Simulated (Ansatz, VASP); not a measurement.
## Two plane-wave programs on Ge

Contents of INCAR:

```
SYSTEM = Ge
PREC     = Accurate       ! precision mode
ENCUT    = 520            ! plane-wave cutoff, eV
EDIFF    = 1E-7           ! SCF threshold, eV
ISMEAR   = 0              ! smearing method
SIGMA    = 0.1            ! smearing width, eV
LREAL    = .False.        ! projectors in reciprocal space
LASPH    = .True.         ! aspherical terms in the spheres
NELM     = 100            ! most SCF steps
ALGO     = Normal         ! electronic algorithm
ISIF     = 2              ! what is computed and relaxed
LWAVE    = .False.        ! write WAVECAR
LCHARG   = .True.         ! write CHGCAR
LDIPOL   = .True.       
IDIPOL   = 3            
DIPOL    = 0.5 0.5 0.377
GGA      = PE             ! functional
IVDW     = 12             ! dispersion correction
LELF     = .True.         ! ELF
LVHAR    = .True.       
LVACPOTAV= .True.       
NBANDS   = 36             ! bands
```

File KPOINTS:

```
regular mesh
0
Gamma
  9 9 1
  0 0 0
```

Contents of POSCAR:

```
Ge
1.0
    4.0226895311      0.0000000000      0.0000000000
   -2.0113447656      3.4837513255      0.0000000000
    0.0000000000      0.0000000000     18.8685220517
Ge
4
Direct
    0.3333333333      0.6666666667      0.2747571332
    0.6666666667      0.3333333333      0.2384924472
    0.4444444444      1.2222222222      0.5150653573
    0.7777777778      0.8888888889      0.4788006714
```

Input for Ansatz:

```yaml
crystal:
  lattice:
    - [4.0226895311, 0.0, 0.0]
    - [-2.0113447656, 3.4837513255, 0.0]
    - [0.0, 0.0, 18.8685220517]
  atoms:
    - { symbol: Ge, position: [0.3333333333, 0.6666666667, 0.2747571332] }
    - { symbol: Ge, position: [0.6666666667, 0.3333333333, 0.2384924472] }
    - { symbol: Ge, position: [0.4444444444, 1.2222222222, 0.5150653573] }
    - { symbol: Ge, position: [0.7777777778, 0.8888888889, 0.4788006714] }
basis:
  ecutwfc: 420
kpoints:
  mp_grid: { grid: [9, 9, 1] }
hamiltonian:
  xc: pbe
  pseudopotentials: { kind: paw, azcp: { folder: soft_1 } }
  dispersion: d3bj
scf:
  occupations: { method: gaussian, width: 0.1 }
output:
  forces: true
  eigenvalues: true
  write_density: true
  write_potential: true
  elf: true
  volumetric_format: npy
efield:
  axis: 3
  dipole_correction: true
  ramp_width: 0.04
```

Alike in both runs: task single point; functional PBE; dispersion D3(BJ); k mesh 9 × 9 × 1; occupations gaussian, width 0.1 eV; no spin polarisation.

|  | VASP | Ansatz |
| --- | --- | --- |
| version | VASP 6.6.1 | Ansatz 0.2.0 |
| potentials or method | VASP PAW PBE potentials, release 64 (Ge_d), cutoff 520 eV | scalar-relativistic, plane waves, PAW |
| valence electrons in the cell | 56 | 56 |

Ansatz gave:

| Property | Result |
| --- | --- |
| gap on the k mesh at the Fermi level (eV) | 0.20 |
| least direct gap on the mesh (eV) | 0.20 |
| rms of the force components (eV/Å) | 0.067 |

Question: Estimate VASP's values.

Answer: gap on the k mesh at the Fermi level (eV): 0.20; least direct gap on the mesh (eV): 0.20; rms of the force components (eV/Å): 0.066.

Atom by atom the forces differ by 0.001 eV/Å (rms over components).
